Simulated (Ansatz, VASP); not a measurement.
# Sr in VASP and in Ansatz

The input INCAR:

```
SYSTEM = Sr
PREC     = Accurate       ! precision mode
ENCUT    = 520            ! plane-wave cutoff, eV
EDIFF    = 1E-6           ! SCF threshold, eV
ISMEAR   = -1             ! smearing method
SIGMA    = 0.1            ! smearing width, eV
LREAL    = .False.        ! projectors in reciprocal space
LASPH    = .True.         ! aspherical terms in the spheres
NELM     = 60             ! most SCF steps
ALGO     = Normal         ! electronic algorithm
ISIF     = 2              ! what is computed and relaxed
LWAVE    = .False.        ! write WAVECAR
LCHARG   = .False.        ! write CHGCAR
GGA      = CA             ! functional
NBANDS   = 28             ! bands
```

KPOINTS

```
Automatic mesh
0
Gamma
  10 10 3
  0 0 0
```

POSCAR

```
Sr
1.0
    3.9904128071      0.0000000000      0.0000000000
   -1.9952064035      3.4557988625      0.0000000000
    0.0000000000      0.0000000000     13.0528622604
Sr
4
Direct
    0.0000000000      0.0000000000      1.0000000000
    0.0000000000      0.0000000000      0.5000000000
    0.3333333333      0.6666666667      0.2500000000
    0.6666666667      0.3333333333      0.7500000000
```

Input for Ansatz:

```yaml
crystal:
  lattice:
    - [3.9904128071, 0.0, 0.0]
    - [-1.9952064035, 3.4557988625, 0.0]
    - [0.0, 0.0, 13.0528622604]
  atoms:
    - { symbol: Sr, position: [0.0, 0.0, 1.0] }
    - { symbol: Sr, position: [0.0, 0.0, 0.5] }
    - { symbol: Sr, position: [0.3333333333, 0.6666666667, 0.25] }
    - { symbol: Sr, position: [0.6666666667, 0.3333333333, 0.75] }
hamiltonian:
  xc: lda
  pseudopotentials:
    kind: paw
    azcp:
      Sr: "pseudopotentials/Sr.paw.azcp"
basis:
  ecutwfc: 420
  fft_grid_basis: typed
kpoints:
  mp_grid: { grid: [10, 10, 3], shift: [0, 0, 0] }
magnetization:
  spin_polarized: false
scf:
  occupations: { method: fermi_dirac, width: 0.1 }
  lower_state_search: "off"
output:
  stress: true
```

Alike in both runs: task single point; functional LDA; k mesh 10 × 10 × 3; occupations fermi-dirac, width 0.1 eV; no spin polarisation.

|  | VASP | Ansatz |
| --- | --- | --- |
| version | VASP 6.6.1 | Ansatz 0.2.0 |
| potentials or method | VASP PAW LDA potentials, release 64 (Sr_sv), cutoff 520 eV | plane waves (420 eV) with PAW, scalar-relativistic |
| valence electrons in the cell | 40 | 40 |

```csv
,VASP,Ansatz,Ansatz less VASP
pressure (GPa),1.2,1.2,0.00
```

Ansatz warns that its potentials were made for another functional, while VASP's fit it. LDA's correlation is that of Perdew and Zunger in VASP and of Perdew and Wang (1992) in Ansatz.
